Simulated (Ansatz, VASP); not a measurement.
**Si3Bi2TeSe2: VASP beside Ansatz**

```
Si Bi Te Se
1.0
     3.50787    0.00000    0.00000
    -1.75394    3.03791    0.00000
     0.00000    0.00000   18.32101
Si Bi Te Se
3 2 1 2
Direct
  0.66667 0.33333 0.36849
  0.66667 0.33333 0.10184
  0.00000 0.00000 0.91052
  0.00000 0.00000 0.24337
  0.66667 0.33333 0.78950
  0.00000 0.00000 0.62357
  0.33333 0.66667 0.44491
  0.33333 0.66667 0.01780
```

Change from the starting cell: species swapped into the TiAl2Cr3C2 type (P3m1, No. 156).

Alike in both runs: functional PBE; k mesh 4 × 4 × 1; occupations gaussian, width 0.15 eV; no spin polarisation.

Ansatz relaxed the structure, and its values are those at the end. VASP's run is a single point on that final structure, the one shown.

|  | VASP | Ansatz |
| --- | --- | --- |
| version | VASP 6.6.1 | Ansatz 0.2.0 |
| potentials or method | VASP PAW PBE potentials, release 64 (Si, Bi_d, Te, Se), cutoff 500 eV | scalar-relativistic, plane waves, PAW |
| valence electrons in the cell | 60 | 90 |

|  | VASP | Ansatz | Ansatz less VASP |
| --- | --- | --- | --- |
| gap on the k mesh at the Fermi level (eV) | none | none | - |
| pressure (GPa) | 0.2 | 0.2 | 0.00 |
| rms of the force components (eV/Å) | 0.020 | 0.020 | +0.0007 |

A gap of «none» marks a metal or a gap that the smearing closes. VASP's potentials hold 60 valence electrons a cell and Ansatz's 90, so a difference there can come from the potentials and not from the codes.

The k mesh is coarse, so the values compare programs but aren't converged. Spin-orbit coupling is off throughout.
